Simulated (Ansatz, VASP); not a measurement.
Te2Mo in VASP and in Ansatz

```xyz
3
Lattice="3.4952 0.0000 0.0000 -1.7476 3.0269 0.0000 0.0000 0.0000 7.6246" Properties=species:S:1:pos:R:3 pbc="T T T"
Te   -0.0517    2.0743    5.8054
Te    0.0517    2.0743    1.8191
Mo    0.0000   -0.1500    0.0000
```

Change from the starting cell: mode 4 frozen in at -0.052 Å and mode 8 at -0.150 Å (largest displacements).

Alike in both runs: task single point; functional PBE; dispersion D3(BJ); k mesh 9 × 9 × 4; occupations gaussian, width 0.05 eV; no spin polarisation.

|  | VASP | Ansatz |
| --- | --- | --- |
| version | VASP 6.6.1 | Ansatz 0.2.0 |
| potentials or method | VASP PAW PBE potentials, release 64 (Te, Mo_sv), cutoff 520 eV | scalar-relativistic, plane waves, PAW |
| valence electrons in the cell | 26 | 46 |

|  | VASP | Ansatz | Ansatz less VASP |
| --- | --- | --- | --- |
| gap on the k mesh at the Fermi level (eV) | 0.80 | 0.79 | -0.002 |
| least direct gap on the mesh (eV) | 1.16 | 1.16 | +0.001 |
| pressure (GPa) | 1.3 | 1.2 | -0.01 |
| traceless stress, the component that is largest in VASP (GPa) | -3.70 | -3.68 | +0.021 |
| rms of the force components (eV/Å) | 1.110 | 1.110 | +0.0009 |

Atom by atom the forces differ by 0.006 eV/Å (rms over components). VASP's potentials hold 26 valence electrons a cell and Ansatz's 46, so a difference there can come from the potentials and not from the codes.

Neither program's run includes spin-orbit coupling.
